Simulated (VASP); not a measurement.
Here is a VASP 6.6.1 calculation.

INCAR

```
SYSTEM = LiTi12
PREC     = Accurate       ! precision mode
ENCUT    = 520            ! plane-wave cutoff, eV
EDIFF    = 1E-6           ! SCF threshold, eV
ISMEAR   = -1             ! smearing method
SIGMA    = 0.05           ! smearing width, eV
LREAL    = .FALSE.        ! projectors in reciprocal space
LASPH    = .TRUE.         ! aspherical terms in the spheres
NELM     = 60             ! most SCF steps
ALGO     = Normal         ! electronic algorithm
ISIF     = 2              ! what is computed and relaxed
LWAVE    = .FALSE.        ! write WAVECAR
LCHARG   = .TRUE.         ! write CHGCAR
GGA      = PS             ! functional
LELF     = .TRUE.         ! ELF
LVHAR    = .TRUE.       
NBANDS   = 86             ! bands
```

Contents of KPOINTS:

```
regular mesh
0
G
  2 2 2
  0 0 0
```

The input POSCAR:

```
LiTi12
1.0
    5.9000000000      0.0000000000      0.0000000000
   -4.4250000000      7.6643250000      0.0000000000
    0.0000000000      0.0000000000      4.6846000000
Ti Li
12 1
Direct
    0.0168702929      0.0117818595     -0.1930581053
    0.2800414107      0.3201456097      0.5193826581
   -0.0031510205      0.3539907298     -0.0708491654
    0.1466849434      0.5435573257      0.4480852154
    0.0522854479      0.7176235350     -0.0416257525
    0.0891659695      0.9510687503      0.3171241942
    0.4913443379      0.0554647670     -0.1355291807
    0.6389964327      0.2437918538      0.4563463263
    0.5809405089      0.4014574017     -0.0169704991
    0.7461863349      0.6376947742      0.4392904410
    0.5108155106      0.7024884775     -0.0204286385
    0.5245767699      0.8502379531      0.4344447765
    0.8251341811      0.0961337104      0.2449942364
```

Potentials or basis: VASP PAW PBE potentials, release 64 (Ti_sv, Li_sv).

The run is started by

```console
$ cat potpaw_PBE.64/Ti_sv/POTCAR potpaw_PBE.64/Li_sv/POTCAR > POTCAR
$ mpirun -np 1 vasp_std > vasp.out
```

**Question.** What does it give for the largest force?

**Answer.** 1.933 eV/Å.

**Question.** Predict the band gap on the k mesh.

**Answer.** Zero (an odd number of electrons rules out a gap without spin polarisation).

Forces on the atoms (eV/Å):
```
Ti  -1.249  0.227 -0.321
Ti  -0.247 -0.672 -0.958
Ti   0.460  0.721  0.187
Ti  -0.647  0.475 -0.462
Ti   0.734 -0.082 -0.761
Ti   1.617  0.393  0.215
Ti   0.140 -0.660  0.759
Ti  -0.316  1.241 -0.002
Ti  -0.566 -0.486  0.065
Ti  -0.157 -1.111  0.911
Ti   0.722 -0.709 -1.144
Ti  -1.370  0.021  1.363
Li   0.878  0.642  0.149
```

Caveat: the k points lie up to 0.67 Å⁻¹ apart, too coarse for converged energies and pressures of a metal; the PAW data sets were made with another functional, which shifts forces and pressure a little.
